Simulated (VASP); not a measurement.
# Mg9O8 (a cell with a defect) in VASP: further runs

Mg9O8 (a cell with a defect) is run at these levels: PBE; tasks: single point.

Everything below comes from runs of VASP 6.6.1. Logs are shortened: lines on timing, memory, paths and dates and some standing lists are left out, and cuts for length are marked.

## 1. The cell of the first run

The cell holds a defect, 17 atoms: a = 6.211 Å, b = 6.211 Å, c = 6.211 Å, α = 60.00°, β = 60.00°, γ = 60.00°.

## 2. Single point, PBE

INCAR

```
ALGO = Normal
EDIFF = 1E-6
ENCUT = 520
GGA = PE
ISIF = 2
ISMEAR = 0
LASPH = True
LCHARG = False
LREAL = Auto
LWAVE = False
NBANDS = 47
NELM = 60
PREC = Accurate
SIGMA = 0.05
```

KPOINTS

```
k-points
0
Gamma
  2 2 2
```

POSCAR

```
Mg9O8
1.0
    0.0000000000      4.3915000000      4.3915000000
    4.3915000000      0.0000000000      4.3915000000
    4.3915000000      4.3915000000      0.0000000000
Mg O
9 8
Direct
   -0.0015963794     -0.0028749858      0.0037949448
    0.0012158716      0.0021442559      0.5032630081
   -0.0098075828      0.4989846294      0.0013098030
   -0.0509405670      0.5171200046      0.5326545599
    0.5000553342     -0.0086478424      0.0000352955
    0.5204618012     -0.0515552772      0.5337461004
    0.4989594672      0.4984111351     -0.0724764887
    0.5359938518      0.5443611522      0.4996010475
    0.3962542411      0.3942519640      0.3555724695
    0.2578335421      0.2605043835      0.2420257315
    0.2453999772      0.2448400319      0.7402682455
    0.2307067061      0.7693650233      0.2604129568
    0.2366221109      0.7614701127      0.7456058294
    0.7709122168      0.2268336559      0.2586198338
    0.7595968348      0.2373684390      0.7446675396
    0.7609213253      0.7608741888      0.2400915405
    0.7529085734      0.7508798816      0.7592943186
```

Potentials or basis: VASP PAW PBE potentials, release 64 (Mg, O).

The run is started by

```
cat potpaw_PBE.64/Mg/POTCAR potpaw_PBE.64/O/POTCAR > POTCAR
mpirun -np 1 vasp_std > vasp.out
```

OUTCAR:

```text
EDIFF = 1E-6
   ENCUT = 520
   GGA = PE
   ISIF = 2
   ISMEAR = 0
   LASPH = True
   LREAL = Auto
   NELM = 60
   PREC = Accurate

 ion  position               nearest neighbor table
   1  0.998  0.997  0.004-  16 2.08  14 2.13  12 2.15  13 2.17  11 2.17  15 2.19   3 3.08   2 3.08
                             5 3.09   4 3.09   6 3.09   5 3.12   2 3.13   3 3.13   7 3.14   6 3.14
   2  0.001  0.002  0.503-  14 2.09  12 2.09  15 2.09  13 2.10  17 2.19  10 2.26   6 3.07   1 3.08
                             4 3.09   5 3.10   3 3.10   8 3.11   3 3.11   5 3.11   1 3.13   4 3.14
   3  0.990  0.499  0.001-  17 2.11  14 2.17  16 2.20  13 2.24  10 2.24  11 2.26   7 2.96   4 2.99
                             8 2.99   5 3.05   1 3.08   2 3.10   2 3.11   1 3.13   5 3.16   4 3.24
   4  0.949  0.517  0.533-  17 2.03  15 2.08  16 2.14  11 2.23   9 2.27  12 2.35  10 2.42   8 2.59
                             7 2.65   6 2.67   3 2.99   1 3.09   2 3.09   2 3.14   1 3.14   3 3.24
   5  0.500  0.991  0.000-  17 2.11  12 2.16  16 2.20  15 2.22  10 2.25  11 2.26   7 2.95   8 2.97
                             6 2.97   3 3.05   1 3.09   2 3.10   2 3.11   1 3.12   3 3.16   6 3.25
   6  0.520  0.948  0.534-  17 2.02  13 2.09  16 2.14  11 2.23   9 2.27  14 2.32  10 2.45   8 2.57
                             7 2.65   4 2.67   5 2.97   2 3.07   1 3.09   1 3.14   2 3.17   5 3.25
   7  0.499  0.498  0.928-  15 1.98  13 1.98  10 2.15   9 2.21  17 2.29   8 2.43   6 2.65   4 2.65
                            14 2.66  12 2.67   5 2.95   3 2.96   1 3.14   1 3.14   3 3.31   5 3.31
   8  0.536  0.544  0.500-  16 1.95  13 2.08  15 2.11   9 2.20  12 2.42   7 2.43  14 2.48   6 2.57
                             4 2.59  11 2.61   5 2.97   3 2.99   2 3.11   2 3.15   3 3.29   5 3.30
   9  0.396  0.394  0.356-  14 1.91  12 1.92  10 1.96  11 1.96   8 2.20   7 2.21   6 2.27   4 2.27
                             3 3.42   5 3.44   1 3.58   1 3.59   2 3.60   2 3.61
  10  0.258  0.261  0.242-   9 1.96   7 2.15   3 2.24   5 2.25   2 2.26   4 2.42   6 2.45
  11  0.245  0.245  0.740-   9 1.96   1 2.17   6 2.23   4 2.23   5 2.26   3 2.26   8 2.61
  12  0.231  0.769  0.260-   9 1.92   2 2.09   1 2.15   5 2.16   4 2.35   8 2.42   7 2.67
  13  0.237  0.761  0.746-   7 1.98   8 2.08   6 2.09   2 2.10   1 2.17   3 2.24
  14  0.771  0.227  0.259-   9 1.91   2 2.09   1 2.13   3 2.17   6 2.32   8 2.48   7 2.66
  15  0.760  0.237  0.745-   7 1.98   4 2.08   2 2.09   8 2.11   1 2.19   5 2.22
  16  0.761  0.761  0.240-   8 1.95   1 2.08   4 2.14   6 2.14   3 2.20   5 2.20
  17  0.753  0.751  0.759-   6 2.02   4 2.03   3 2.11   5 2.11   2 2.19   7 2.29

  LATTYP: Found a face centered cubic cell.
 ALAT       =     8.7830000000

  Lattice vectors:

 A1 = (   0.0000000000,   4.3915000000,   4.3915000000)
 A2 = (   4.3915000000,   0.0000000000,   4.3915000000)
 A3 = (   4.3915000000,   4.3915000000,   0.0000000000)

Analysis of symmetry for initial positions (statically):
=====================================================================
 Subroutine PRICEL returns:
 Original cell was already a primitive cell.

 Routine SETGRP: Setting up the symmetry group for a
 face centered cubic supercell.

 Subroutine GETGRP returns: Found  1 space group operations
 (whereof  1 operations were pure point group operations)
 out of a pool of 48 trial point group operations.

The static configuration has the point symmetry C_1 .

Analysis of symmetry for dynamics (positions and initial velocities):
=====================================================================
 Subroutine PRICEL returns:
 Original cell was already a primitive cell.

 Routine SETGRP: Setting up the symmetry group for a
 face centered cubic supercell.

 Subroutine GETGRP returns: Found  1 space group operations
 (whereof  1 operations were pure point group operations)
 out of a pool of 48 trial point group operations.

The dynamic configuration has the point symmetry C_1 .

 Subroutine INISYM returns: Found  1 space group operations
 (whereof  1 operations are pure point group operations),
 and found     1 'primitive' translations

----------------------------------------------------------------------------------------

                                     Primitive cell

  volume of cell :     169.3825

  direct lattice vectors                    reciprocal lattice vectors
     0.000000000  4.391500000  4.391500000    -0.113856313  0.113856313  0.113856313
     4.391500000  0.000000000  4.391500000     0.113856313 -0.113856313  0.113856313
     4.391500000  4.391500000  0.000000000     0.113856313  0.113856313 -0.113856313

  length of vectors
[... 52 lines left out ...]
    -0.056928157  0.056928157  0.056928157     0.500000000  0.000000000  0.000000000
     0.056928157 -0.056928157  0.056928157     0.000000000  0.500000000  0.000000000
     0.056928157  0.056928157 -0.056928157     0.000000000  0.000000000  0.500000000

  Length of vectors
     0.098602460  0.098602460  0.098602460

  Shift w.r.t. Gamma in fractional coordinates (k-lattice)
     0.000000000  0.000000000  0.000000000

 Subroutine IBZKPT returns following result:
 ===========================================

 Found      8 irreducible k-points:

 Following reciprocal coordinates:
            Coordinates               Weight
  0.000000  0.000000  0.000000      1.000000
  0.500000  0.000000  0.000000      1.000000
  0.000000  0.500000  0.000000      1.000000
  0.000000  0.000000  0.500000      1.000000
  0.500000  0.500000  0.500000      1.000000
  0.500000  0.500000  0.000000      1.000000
  0.000000  0.500000  0.500000      1.000000
  0.500000  0.000000  0.500000      1.000000
   k-points           NKPTS =      8   k-points in BZ     NKDIM =      8   number of bands    NBANDS=     47
   number of dos      NEDOS =    301   number of ions     NIONS =     17
   total plane-waves  NPLWV = 110592
   dimension x,y,z NGX =    48 NGY =   48 NGZ =   48
   dimension x,y,z NGXF=    96 NGYF=   96 NGZF=   96
   ions per type =               9   8
   NGX,Y,Z   is equivalent  to a cutoff of  12.85, 12.85, 12.85 a.u.
   NGXF,Y,Z  is equivalent  to a cutoff of  25.70, 25.70, 25.70 a.u.
 SYSTEM =  unknown system
   PREC   = accura    normal or accurate (medium, high low for compatibility)
   ISTART =      0    job   : 0-new  1-cont  2-samecut
   ICHARG =      2    charge: 1-file 2-atom 10-const
   ISPIN  =      1    spin polarized calculation?
   LNONCOLLINEAR =      F non collinear calculations
   LSORBIT =      F    spin-orbit coupling
   LASPH  =      T    aspherical Exc in radial PAW
   ENCUT  =  520.0 eV  38.22 Ry    6.18 a.u.  11.55 11.55 11.55*2*pi/ulx,y,z
   NELM   =     60;   NELMIN=  2; NELMDL= -5     # of ELM steps
   EDIFF  = 0.1E-05   stopping-criterion for ELM
   LREAL  =      T    real-space projection
   EDIFFG = 0.1E-04   stopping-criterion for IOM
   NSW    =      0    number of steps for IOM
   IBRION =     -1    ionic relax: 0-MD 1-quasi-New 2-CG
   NFREE  =      0    steps in history (QN), initial steepest desc. (CG)
   ISIF   =      2    stress and relaxation
   ISYM   =      2    0-nonsym 1-usesym 2-fastsym
   POTIM  = 0.5000    time-step for ionic-motion
   TEBEG  =    0.0;   TEEND  =   0.0 temperature during run
   PSTRESS=    0.0 pullay stress
   NELECT =      66.0000    total number of electrons
   NUPDOWN=      -1.0000    fix difference up-down
   EMIN   =  10.00;   EMAX   =-10.00  energy-range for DOS
   EFERMI =   0.00;   METHOD = LEGACY
   ISMEAR =     0;   SIGMA  =   0.05  broadening in eV -4-tet -1-fermi 0-gaus
   EFERMI_NEDOS =   21; number of points for ismear=-14 and -15
   IALGO  =     38    algorithm
   IMIX   =      4    mixing-type and parameters
     AMIX     =   0.40;   BMIX     =  1.00
     AMIX_MAG =   1.60;   BMIX_MAG =  1.00
  volume/ion in A,a.u.               =       9.96        67.24
  Fermi-wavevector in a.u.,A,eV,Ry     =   1.195730  2.259603 19.453217  1.429771
  Thomas-Fermi vector in A             =   2.331688
   LORBIT       =      0    0 simple, 1 ext, 2 COOP (PROOUT), +10 PAW based schemes
   GGA     = PE    functional components
   LHFCALC =     F    Hartree Fock is set to
   AEXX    =    0.0000 exact exchange contribution
   IVDW    =     0    specifies the selected vdW correction
   LEPSILON=     F    determine dielectric tensor
   LRPA    =     F    only Hartree local field effects (RPA)
 non-spin polarized calculation
 Gauss-broadening in eV      SIGMA  =   0.05
  energy-cutoff  :      520.00
  volume of cell :      169.38
 maximum number of plane-waves:      4573
 NGX is ok and might be reduce to    48
   NGX = 23   NGY = 23   NGZ = 23

 number of electron      65.9999990 magnetization

 Free energy of the ion-electron system (eV)
  ---------------------------------------------------
  ext. energy  EPLUGINS =         0.00000000
  ---------------------------------------------------
  free energy    TOTEN  =       -85.31364313 eV

  energy without entropy =      -85.30657834  energy(sigma->0) =      -85.31011073

 E-fermi :   8.4989     XC(G=0): -10.8472

 val. band max:        8.4969853011   @ k =   0.0000   0.5000   0.0000
 cond. band min:       8.5008680008   @ k =   0.5000   0.0000   0.0000
 fundamental gap:      0.0038826997
 Fermi energy:         8.4988930451

 k-point     1 :       0.0000    0.0000    0.0000
  band No.  band energies     occupation
      1     -14.0840      2.00000
      2     -13.1087      2.00000
      3     -13.1007      2.00000
      4     -13.0945      2.00000
      5     -13.0410      2.00000
      6     -12.8515      2.00000
[... 373 lines left out ...]
     44      13.1972      0.00000
     45      13.3589      0.00000
 [bands above 45 left out]

------------------------ aborting loop because EDIFF is reached ----------------------------------------

  FORCE on cell =-STRESS in cart. coord.  units (eV):
  Direction    XX          YY          ZZ          XY          YZ          ZX
  --------------------------------------------------------------------------------------
  -------------------------------------------------------------------------------------
  Total       19.4383873     19.0975981     16.2593835      2.0168029      0.5854167      0.8602085
  in kB      183.8663087    180.6428078    153.7963401     19.0767934      5.5374141      8.1366508
  external PRESSURE =     172.7684855 kB  Pullay stress =       0.0000000 kB

 VOLUME and BASIS-vectors are now :
 -----------------------------------------------------------------------------
  energy-cutoff  :      520.00
  volume of cell :      169.38
      direct lattice vectors                 reciprocal lattice vectors
     0.000000000  4.391500000  4.391500000    -0.113856313  0.113856313  0.113856313
     4.391500000  0.000000000  4.391500000     0.113856313 -0.113856313  0.113856313
     4.391500000  4.391500000  0.000000000     0.113856313  0.113856313 -0.113856313

 POSITION                                       TOTAL-FORCE (eV/Angst)
 -----------------------------------------------------------------------------------
      4.39554      4.40115      8.76336         0.007016      0.006789      0.005776
      2.21950      2.21542      0.01476        -0.004606     -0.004960     -0.005466
      2.19704      4.35418      6.53972         0.005099      0.040656      0.080548
      4.61009      6.50695      6.43873         0.013408     -0.042899     -0.047220
      4.35368      2.19615      6.54952         0.041779      0.004294      0.081026
      6.50904      4.62955      6.45070        -0.040915      0.024717     -0.039606
[... 9 lines left out ...]
      4.39574      4.39595      6.68297        -0.007555     -0.005226      0.007442
      6.63193      6.64084      6.60389         0.002535      0.005314     -0.077187
 -----------------------------------------------------------------------------------
    total drift:                                0.010728      0.005765     -0.004227

  FREE ENERGIE OF THE ION-ELECTRON SYSTEM (eV)
  ---------------------------------------------------
  free  energy   TOTEN  =       -85.3136431273 eV

  energy  without entropy=      -85.3065783373  energy(sigma->0) =      -85.31011073
```

Wall time 68 s (1 thread of Intel Xeon 6975P-C (Granite Rapids), shared host); peak memory 0.32 GiB.

Results:

```
Free energy            : -85.3136 eV
Pressure               : 17.3 GPa
Largest force          : 0.185 eV/Å
Band gap on the k mesh : zero (bands 33 and 34 overlap by 0.55 eV)
```

Forces on the atoms (eV/Å):
```
Mg   0.007  0.007  0.006
Mg  -0.005 -0.005 -0.005
Mg   0.005  0.041  0.081
Mg   0.013 -0.043 -0.047
Mg   0.042  0.004  0.081
Mg  -0.041  0.025 -0.040
Mg   0.048  0.049  0.172
Mg  -0.019 -0.031 -0.030
Mg  -0.010 -0.005 -0.127
O   -0.067 -0.072  0.005
O   -0.003 -0.002 -0.045
O   -0.018  0.052  0.044
O    0.006  0.002 -0.032
O    0.044 -0.022  0.040
O    0.003  0.001 -0.034
O   -0.008 -0.005  0.007
O    0.003  0.005 -0.077
```

Levels at points of the mesh, in eV from the Fermi level:
| k point | band 30 | band 31 | band 32 | band 33 | band 34 | band 35 | band 36 | band 37 |
| --- | --- | --- | --- | --- | --- | --- | --- | --- |
| (0.00, 0.00, 0.00) | -5.92 | -5.88 | -5.87 | -2.58 | 0.22 | 0.71 | 0.94 | 1.09 |
| (0.50, 0.00, 0.00) | -6.16 | -6.06 | -6.04 | -0.46 | 0.00 | 1.34 | 1.55 | 2.18 |
| (0.00, 0.50, 0.00) | -6.16 | -6.06 | -6.04 | -0.46 | 0.00 | 1.34 | 1.57 | 2.16 |
| (0.00, 0.00, 0.50) | -6.18 | -6.07 | -6.05 | -0.41 | -0.26 | 1.30 | 1.84 | 2.31 |
| (0.50, 0.50, 0.50) | -6.16 | -6.14 | -6.02 | -0.38 | -0.23 | 1.48 | 1.67 | 2.31 |
| (0.50, 0.50, 0.00) | -6.35 | -6.29 | -6.21 | 0.11 | 0.65 | 1.44 | 1.60 | 2.33 |
| (0.00, 0.50, 0.50) | -6.39 | -6.25 | -6.19 | 0.28 | 0.36 | 1.59 | 1.94 | 2.10 |
| (0.50, 0.00, 0.50) | -6.40 | -6.24 | -6.19 | 0.29 | 0.35 | 1.58 | 1.93 | 2.11 |

Caveat: the k points lie up to 0.62 Å⁻¹ apart, too coarse for converged energies and pressures of a metal.

## 3. Single point, PBE

INCAR

```
ALGO = Normal ; EDIFF = 1E-6
ENCUT = 520 ; GGA = PE
ISIF = 2 ; ISMEAR = 0
LASPH = True ; LCHARG = False
LREAL = Auto ; LWAVE = False
NBANDS = 47 ; NELM = 100
PREC = Accurate ; SIGMA = 0.05
```

KPOINTS is that of step 2.

POSCAR

```
Mg9O8
1.0
    0.0000000000      4.3915000000      4.3915000000
    4.3915000000      0.0000000000      4.3915000000
    4.3915000000      4.3915000000      0.0000000000
Mg O
9 8
Direct
   -0.0007894797     -0.0025665490      0.0072993282
    0.0056607082      0.0068402596      0.5049078902
   -0.0283551178      0.4986563816      0.0056555847
   -0.0441997040      0.5187562336      0.5428347945
    0.5012098372     -0.0263183423      0.0026569509
    0.5222666515     -0.0449347603      0.5439514972
    0.4672561767      0.4676753957     -0.0781567801
    0.5404910623      0.5535642719      0.4851860412
    0.4150326768      0.4113671866      0.3189730161
    0.2521853581      0.2547790049      0.2497948309
    0.2553249459      0.2542045998      0.7303460093
    0.2240466811      0.7776081066      0.2725961517
    0.2412632358      0.7721310486      0.7351716953
    0.7806046909      0.2175706478      0.2700483889
    0.7690508938      0.2418893317      0.7344556530
    0.7644193328      0.7642587954      0.2447458727
    0.7714892406      0.7690531709      0.7456497780
```

Potentials or basis: VASP PAW PBE potentials, release 64 (Mg, O).

The run is started by

```
cat potpaw_PBE.64/Mg/POTCAR potpaw_PBE.64/O/POTCAR > POTCAR
mpirun -np 1 vasp_std > vasp.out
```

It took 72 s on 1 thread of Intel Xeon 6975P-C (Granite Rapids), shared host; peak memory 0.33 GiB.

The run converged. Its results:

```
Free energy            : -85.2274 eV
Pressure               : 18.2 GPa
Largest force          : 0.183 eV/Å
Band gap on the k mesh : zero (bands 33 and 34 overlap by 0.18 eV)
```

Forces in eV/Å, atoms in the order of the input:
```
Mg   0.013  0.016 -0.019
Mg  -0.004 -0.008  0.007
Mg   0.030  0.042  0.080
Mg   0.089 -0.022 -0.073
Mg   0.039  0.025  0.099
Mg  -0.020  0.113 -0.054
Mg   0.020  0.018  0.102
Mg  -0.028 -0.093 -0.039
Mg  -0.033 -0.026 -0.178
O   -0.101 -0.114  0.014
O   -0.069 -0.067  0.002
O   -0.012  0.096  0.064
O    0.015 -0.044 -0.032
O    0.060 -0.005  0.043
O   -0.042  0.006 -0.046
O    0.011  0.016 -0.006
O    0.031  0.046  0.035
```

Stress tensor (GPa, compression positive):
```
19.85  3.62  1.46
 3.62 19.37  0.95
 1.46  0.95 15.25
```

Levels at points of the mesh, in eV from the Fermi level:
```
           k point  band 31  band 32  band 33  band 34  band 35  band 36
(0.00, 0.00, 0.00)    -5.50    -5.38    -2.40     0.50     0.65     1.13
(0.50, 0.00, 0.00)    -5.65    -5.57    -0.47     0.21     1.32     1.67
(0.00, 0.50, 0.00)    -5.64    -5.58    -0.47     0.22     1.33     1.70
(0.00, 0.00, 0.50)    -5.72    -5.58    -0.37    -0.14     1.35     1.94
(0.50, 0.50, 0.50)    -5.73    -5.50    -0.40    -0.03     1.53     1.78
(0.50, 0.50, 0.00)    -5.91    -5.82    -0.04     0.83     1.49     1.69
(0.00, 0.50, 0.50)    -5.91    -5.63     0.03     0.58     1.79     2.10
(0.50, 0.00, 0.50)    -5.90    -5.63     0.03     0.58     1.79     2.08
```

Caveat: the k points lie up to 0.62 Å⁻¹ apart.

(Continued in part 2 of 2.)
